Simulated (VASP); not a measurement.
# CdSe (I-4m2) in VASP: further runs

The runs below take CdSe through single point, with r2SCAN.

Program: VASP 6.6.1. These are calculated values, not measurements. Logs are shortened: lines on timing, memory, paths and dates and some standing lists are left out, and cuts for length are marked.

### Step 1. The cell of the first run

Symmetry: I-4m2, No. 119, tetragonal system. The conventional cell has a = 4.425 Å, b = 4.425 Å, c = 5.946 Å, α = 90.00°, β = 90.00°, γ = 90.00°. Within 3.5 Å of Cd (site symmetry -4m2) lie 4 Se at 2.67 Å. Within 3.5 Å of Se (site symmetry -4m2) lie 4 Cd at 2.67 Å.

### Step 2. Single point, r2SCAN (epitaxial xy strain +2.0%)

File POSCAR:

```
CdSe
1.0
    0.0000000000      3.1291365847      2.9732236555
    3.1291365847      0.0000000000      2.9732236555
    3.1291365847      3.1291365847      0.0000000000
Cd Se
1 1
Direct
    0.0000000000      0.0000000000      0.0000000000
    0.2500000000      0.2500000000      0.2500000000
```

File INCAR.step1:

```
ALGO = Normal
EDIFF = 1E-4
ENCUT = 520
GGA = PE
ISMEAR = 0
LASPH = T
LCHARG = F
LREAL = F
LWAVE = T
NBANDS = 16
NELM = 100
PREC = Accurate
SIGMA = 0.01
```

File INCAR.step2:

```
ALGO = Normal
EDIFF = 1E-6
ENCUT = 520
ISIF = 2
ISMEAR = 0
ISTART = 1
LASPH = T
LCHARG = F
LMIXTAU = T
LREAL = F
LWAVE = F
METAGGA = R2SCAN
NBANDS = 16
NELM = 100
PREC = Accurate
SIGMA = 0.01
```

File KPOINTS:

```
k-points
0
Gamma
  8 8 8
```

Potentials or basis: VASP PAW PBE potentials, release 64 (Cd, Se).

Run with:

```
$ cat potpaw_PBE.64/Cd/POTCAR potpaw_PBE.64/Se/POTCAR > POTCAR
$ cp INCAR.step1 INCAR
$ mpirun -np 1 vasp_std > vasp.out
$ cp INCAR.step2 INCAR
$ mpirun -np 1 vasp_std > vasp.out
```

OUTCAR:

```text
EDIFF = 1E-6
   ENCUT = 520
   ISIF = 2
   ISMEAR = 0
   ISTART = 1
   LASPH = T
   LREAL = F
   METAGGA = R2SCAN
   NELM = 100
   PREC = Accurate

 ion  position               nearest neighbor table
   1  0.000  0.000  0.000-   2 2.67   2 2.67   2 2.67   2 2.67
   2  0.250  0.250  0.250-   1 2.67   1 2.67   1 2.67   1 2.67

  LATTYP: Found a body centered tetragonal cell.
 ALAT       =     4.4252673966
 C/A-ratio  =     1.3437486999

  Lattice vectors:

 A1 = (   0.0000000000,  -3.1291365847,  -2.9732236555)
 A2 = (   0.0000000000,   3.1291365847,  -2.9732236555)
 A3 = (   3.1291365847,   0.0000000000,   2.9732236555)

Analysis of symmetry for initial positions (statically):
=====================================================================
 Subroutine PRICEL returns:
 Original cell was already a primitive cell.

 Routine SETGRP: Setting up the symmetry group for a
 body centered tetragonal supercell.

 Subroutine GETGRP returns: Found  8 space group operations
 (whereof  8 operations were pure point group operations)
 out of a pool of 16 trial point group operations.

The static configuration has the point symmetry D_2d.

Analysis of symmetry for dynamics (positions and initial velocities):
=====================================================================
 Subroutine PRICEL returns:
 Original cell was already a primitive cell.

 Routine SETGRP: Setting up the symmetry group for a
 body centered tetragonal supercell.

 Subroutine GETGRP returns: Found  8 space group operations
 (whereof  8 operations were pure point group operations)
 out of a pool of 16 trial point group operations.

The dynamic configuration has the point symmetry D_2d.

 Subroutine INISYM returns: Found  8 space group operations
 (whereof  8 operations are pure point group operations),
 and found     1 'primitive' translations

----------------------------------------------------------------------------------------

                                     Primitive cell

  volume of cell :      58.2246

  direct lattice vectors                    reciprocal lattice vectors
     0.000000000  3.129136585  2.973223656    -0.159788487  0.159788487  0.168167638
     3.129136585  0.000000000  2.973223656     0.159788487 -0.159788487  0.168167638
     3.129136585  3.129136585  0.000000000     0.159788487  0.159788487 -0.168167638

  length of vectors
     4.316428462  4.316428462  4.425267397     0.281682580  0.281682580  0.281682580

  position of ions in fractional coordinates (direct lattice)
     0.000000000  0.000000000  0.000000000
     0.250000000  0.250000000  0.250000000

  ion indices of the primitive-cell ions
   primitive index   ion index
                 1           1
                 2           2

----------------------------------------------------------------------------------------

 KPOINTS: k-points

Automatic generation of k-mesh.
 Grid dimensions read from file:
 generate k-points for:    8    8    8

 Generating k-lattice:

  Cartesian coordinates                     Fractional coordinates (reciprocal lattice)
    -0.019973561  0.019973561  0.021020955     0.125000000  0.000000000  0.000000000
     0.019973561 -0.019973561  0.021020955     0.000000000  0.125000000  0.000000000
     0.019973561  0.019973561 -0.021020955    -0.000000000 -0.000000000  0.125000000

  Length of vectors
     0.035210322  0.035210322  0.035210322

  Shift w.r.t. Gamma in fractional coordinates (k-lattice)
     0.000000000  0.000000000  0.000000000

 Subroutine IBZKPT returns following result:
 ===========================================

 Found     59 irreducible k-points:

 Following reciprocal coordinates:
            Coordinates               Weight
  0.000000  0.000000  0.000000      1.000000
  0.125000  0.000000  0.000000      8.000000
  0.250000  0.000000  0.000000      8.000000
  0.375000  0.000000  0.000000      8.000000
  0.500000  0.000000  0.000000      4.000000
  0.125000  0.125000  0.000000      2.000000
[... 16 lines left out ...]
  0.250000  0.000000  0.125000     16.000000
  0.375000  0.000000  0.125000     16.000000
 [... further k-points ...]
   k-points           NKPTS =     59   k-points in BZ     NKDIM =     59   number of bands    NBANDS=     16
   number of dos      NEDOS =    301   number of ions     NIONS =      2
   total plane-waves  NPLWV =  36864
   dimension x,y,z NGX =    32 NGY =   32 NGZ =   36
   dimension x,y,z NGXF=    64 NGYF=   64 NGZF=   72
   ions per type =               1   1
   NGX,Y,Z   is equivalent  to a cutoff of  12.32, 12.32, 13.52 a.u.
   NGXF,Y,Z  is equivalent  to a cutoff of  24.65, 24.65, 27.05 a.u.
 SYSTEM =  unknown system
   PREC   = accura    normal or accurate (medium, high low for compatibility)
   ISTART =      1    job   : 0-new  1-cont  2-samecut
   ICHARG =      0    charge: 1-file 2-atom 10-const
   ISPIN  =      1    spin polarized calculation?
   LNONCOLLINEAR =      F non collinear calculations
   LSORBIT =      F    spin-orbit coupling
   LASPH  =      T    aspherical Exc in radial PAW
   ENCUT  =  520.0 eV  38.22 Ry    6.18 a.u.   8.03  8.03  8.23*2*pi/ulx,y,z
   NELM   =    100;   NELMIN=  2; NELMDL=  0     # of ELM steps
   EDIFF  = 0.1E-05   stopping-criterion for ELM
   LREAL  =      F    real-space projection
   EDIFFG = 0.1E-04   stopping-criterion for IOM
   NSW    =      0    number of steps for IOM
   IBRION =     -1    ionic relax: 0-MD 1-quasi-New 2-CG
   NFREE  =      0    steps in history (QN), initial steepest desc. (CG)
   ISIF   =      2    stress and relaxation
   ISYM   =      2    0-nonsym 1-usesym 2-fastsym
   POTIM  = 0.5000    time-step for ionic-motion
   TEBEG  =    0.0;   TEEND  =   0.0 temperature during run
   PSTRESS=    0.0 pullay stress
   NELECT =      18.0000    total number of electrons
   NUPDOWN=      -1.0000    fix difference up-down
   EMIN   =  10.00;   EMAX   =-10.00  energy-range for DOS
   EFERMI =   0.00;   METHOD = LEGACY
   ISMEAR =     0;   SIGMA  =   0.01  broadening in eV -4-tet -1-fermi 0-gaus
   EFERMI_NEDOS =   21; number of points for ismear=-14 and -15
   IALGO  =     38    algorithm
   IMIX   =      4    mixing-type and parameters
     AMIX     =   0.40;   BMIX     =  1.00
     AMIX_MAG =   1.60;   BMIX_MAG =  1.00
  volume/ion in A,a.u.               =      29.11       196.46
  Fermi-wavevector in a.u.,A,eV,Ry     =   1.106955  2.091842 16.671903  1.225350
  Thomas-Fermi vector in A             =   2.243463
   LORBIT       =      0    0 simple, 1 ext, 2 COOP (PROOUT), +10 PAW based schemes
   METAGGA = R2SCAN    functional components
   LHFCALC =     F    Hartree Fock is set to
   AEXX    =    0.0000 exact exchange contribution
   IVDW    =     0    specifies the selected vdW correction
   LEPSILON=     F    determine dielectric tensor
   LRPA    =     F    only Hartree local field effects (RPA)
 non-spin polarized calculation
 Gauss-broadening in eV      SIGMA  =   0.01
  energy-cutoff  :      520.00
  volume of cell :       58.22
 maximum number of plane-waves:      1588
   NGX = 17   NGY = 17   NGZ = 17

 number of electron      18.0000003 magnetization

 Free energy of the ion-electron system (eV)
  ---------------------------------------------------
  ext. energy  EPLUGINS =         0.00000000
  ---------------------------------------------------
  free energy    TOTEN  =       -35.91067085 eV

  energy without entropy =      -35.91067085  energy(sigma->0) =      -35.91067085

 E-fermi :   0.5673     XC(G=0):  -9.2653

 val. band max:        0.4665161548   @ k =   0.0000   0.0000   0.0000
 cond. band min:       1.3747022901   @ k =   0.0000   0.0000   0.0000
 fundamental gap:      0.9081861353
 Fermi energy:         0.5672858121

 k-point     1 :       0.0000    0.0000    0.0000
  band No.  band energies     occupation
      1     -12.4466      2.00000
      2      -7.6889      2.00000
      3      -7.6889      2.00000
      4      -7.6680      2.00000
      5      -7.3259      2.00000
      6      -7.3171      2.00000
[... 8 lines left out ...]
     15      11.5658      0.00000
     16      12.2021      0.00000

 k-point     2 :       0.1250    0.0000    0.0000
  band No.  band energies     occupation
      1     -12.3958      2.00000
      2      -7.6728      2.00000
      3      -7.6618      2.00000
      4      -7.6295      2.00000
      5      -7.3253      2.00000
      6      -7.3188      2.00000
[... 8 lines left out ...]
     15      11.1070      0.00000
     16      11.5175      0.00000

 k-point     3 :       0.2500    0.0000    0.0000
  band No.  band energies     occupation
      1     -12.2719      2.00000
      2      -7.6382      2.00000
      3      -7.6222      2.00000
      4      -7.4714      2.00000
      5      -7.3182      2.00000
      6      -7.3182      2.00000
[... 8 lines left out ...]
     15      10.8387      0.00000
     16      11.2808      0.00000

 k-point     4 :       0.3750    0.0000    0.0000
  band No.  band energies     occupation
      1     -12.1467      2.00000
      2      -7.6112      2.00000
      3      -7.5907      2.00000
      4      -7.3174      2.00000
      5      -7.3015      2.00000
      6      -7.2047      2.00000
[... 8 lines left out ...]
     15      11.8439      0.00000
     16      11.9247      0.00000
[... 324 lines left out ...]
 k-point    22 :       0.1250    0.0000    0.1250
  band No.  band energies     occupation
      1     -12.3807      2.00000
      2      -7.6576      2.00000
      3      -7.6439      2.00000
      4      -7.6353      2.00000
      5      -7.3343      2.00000
      6      -7.3119      2.00000
[... 8 lines left out ...]
     15      11.6701      0.00000
     16      12.1479      0.00000

 k-point    23 :       0.2500    0.0000    0.1250
  band No.  band energies     occupation
      1     -12.2824      2.00000
      2      -7.6306      2.00000
      3      -7.6045      2.00000
      4      -7.5214      2.00000
      5      -7.3369      2.00000
      6      -7.3050      2.00000
[... 8 lines left out ...]
     15      11.7543      0.00000
     16      12.5123      0.00000

 k-point    24 :       0.3750    0.0000    0.1250
  band No.  band energies     occupation
      1     -12.1578      2.00000
      2      -7.6039      2.00000
      3      -7.5706      2.00000
      4      -7.3552      2.00000
      5      -7.3060      2.00000
      6      -7.2482      2.00000
[... 8 lines left out ...]
     15      11.7963      0.00000
     16      12.5275      0.00000

 [... further k-points ...]
[... 5 lines left out ...]
  --------------------------------------------------------------------------------------
  -------------------------------------------------------------------------------------
  Total       -0.2051742     -0.2051742      0.0821086      0.0000000      0.0000000      0.0000000
  in kB       -5.6458146     -5.6458146      2.2593960      0.0000000      0.0000000      0.0000000
  external PRESSURE =      -3.0107444 kB  Pullay stress =       0.0000000 kB

 VOLUME and BASIS-vectors are now :
 -----------------------------------------------------------------------------
  energy-cutoff  :      520.00
  volume of cell :       58.22
      direct lattice vectors                 reciprocal lattice vectors
     0.000000000  3.129136585  2.973223656    -0.159788487  0.159788487  0.168167638
     3.129136585  0.000000000  2.973223656     0.159788487 -0.159788487  0.168167638
     3.129136585  3.129136585  0.000000000     0.159788487  0.159788487 -0.168167638

 POSITION                                       TOTAL-FORCE (eV/Angst)
 -----------------------------------------------------------------------------------
      0.00000      0.00000      0.00000        -0.000000     -0.000000     -0.000000
      1.56457      1.56457      1.48661         0.000000      0.000000      0.000000
 -----------------------------------------------------------------------------------
    total drift:                               -0.000034     -0.000034      0.000001

  FREE ENERGIE OF THE ION-ELECTRON SYSTEM (eV)
  ---------------------------------------------------
  free  energy   TOTEN  =       -35.9106708471 eV

  energy  without entropy=      -35.9106708471  energy(sigma->0) =      -35.91067085
```

It took 2.4 min on 1 thread of Intel Xeon Platinum 8259CL at 2.50GHz (Skylake/Cascade Lake), shared host; peak memory 0.23 GiB.

What came out:

```
Free energy            : -35.9107 eV
Pressure               : -0.3 GPa
Band gap on the k mesh : 0.91 eV, direct
```

Caveat: the cell differs from its parent crystal (epitaxial xy strain +2.0%); the PAW data sets were made with another functional, which shifts forces and pressure a little.

### Step 3. Single point, r2SCAN (epitaxial xy strain +3.0%)

File POSCAR:

```
CdSe
1.0
    0.0000000000      3.1598143944      2.9243930918
    3.1598143944      0.0000000000      2.9243930918
    3.1598143944      3.1598143944      0.0000000000
Cd Se
1 1
Direct
    0.0000000000      0.0000000000      0.0000000000
    0.2500000000      0.2500000000      0.2500000000
```

File INCAR.step1:

```
PREC = Accurate ; ENCUT = 520
ISMEAR = 0 ; SIGMA = 0.01
LREAL = False ; LASPH = True
NELM = 100 ; NBANDS = 16
GGA = PE ; ALGO = Normal
EDIFF = 1E-4 ; LWAVE = True
LCHARG = False
```

File INCAR.step2:

```
PREC = Accurate ; ENCUT = 520
EDIFF = 1E-6 ; ISMEAR = 0
SIGMA = 0.01 ; LREAL = False
LASPH = True ; NELM = 100
ALGO = Normal ; ISIF = 2
LWAVE = False ; LCHARG = False
METAGGA = R2SCAN ; LMIXTAU = True
NBANDS = 16 ; ISTART = 1
```

File KPOINTS:

```
Automatic mesh
0
Gamma
  8 8 8
```

Potentials or basis: VASP PAW PBE potentials, release 64 (Cd, Se).

Run with:

```
$ cat potpaw_PBE.64/Cd/POTCAR potpaw_PBE.64/Se/POTCAR > POTCAR
$ cp INCAR.step1 INCAR
$ mpirun -np 1 vasp_std > vasp.out
$ cp INCAR.step2 INCAR
$ mpirun -np 1 vasp_std > vasp.out
```

Wall time 2.2 min (1 thread of Intel Xeon Platinum 8259CL at 2.50GHz (Skylake/Cascade Lake), shared host); peak memory 0.23 GiB.

The run converged. Its results:

* Free energy: -35.9040 eV
* Pressure: -0.5 GPa
* Band gap on the k mesh: 0.85 eV, direct

Stress tensor (GPa, compression positive):
```
-0.91  0.00  0.00
 0.00 -0.91  0.00
 0.00  0.00  0.24
```

Levels at points of the mesh, in eV from the valence-band top:
```csv
k point,band 7,band 8,band 9,band 10,band 11,band 12
"(0.00, 0.00, 0.00)",-0.21,-0.21,0.00,0.85,6.35,6.38
"(0.50, 0.00, 0.00)",-4.32,-0.99,-0.68,2.63,6.52,7.11
"(0.50, 0.50, 0.00)",-3.75,-2.08,-2.08,3.25,3.54,9.84
"(0.50, 0.00, 0.50)",-4.17,-1.82,-1.70,3.48,4.22,9.10
```

Caveat: the cell differs from its parent crystal (epitaxial xy strain +3.0%); the PAW data sets were made with another functional, which shifts forces and pressure a little.
